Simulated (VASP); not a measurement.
The system is BaTiO3.

```
Ba Ti O
1.0
     2.82737    1.63238    2.31839
    -2.82737    1.63238    2.31839
     0.00000   -3.26476    2.31839
Ba Ti O
1 1 3
Direct
  0.00000 0.00000 0.00000
  0.48450 0.48450 0.48450
  0.50860 0.50860 0.01750
  0.01750 0.50860 0.50860
  0.50860 0.01750 0.50860
```

Base run:

| Item | Value |
| --- | --- |
| Program | VASP 6.6.1 |
| Functional | PBEsol |
| Potentials or basis | VASP PAW PBE potentials, release 64 (Ba_sv, Ti_sv, O) |
| Cutoff | 520 eV |
| k mesh | 6 × 6 × 6 |
| Occupations | gaussian, width 0.01 eV |
| Spin | no spin polarisation |
| Hubbard terms | Ti d U = 3.0 eV |

Its results: band gap on the k mesh 2.63 eV, indirect (least direct gap 3.04 eV); pressure 3.3 GPa; largest force 0.929 eV/Å.

The run is repeated on the same cell with these changes: hubbard terms from Ti d U = 3.0 eV to Ti d U = 4.5 eV. What comes out?

Band gap on the k mesh 2.80 eV, indirect (least direct gap 3.21 eV); pressure 4.7 GPa; largest force 1.330 eV/Å.

Caveats: the PAW data sets were made with another functional, which shifts forces and pressure a little; spin-orbit coupling is left out, which moves the levels of the heavy elements.

A k mesh can miss the band edges.
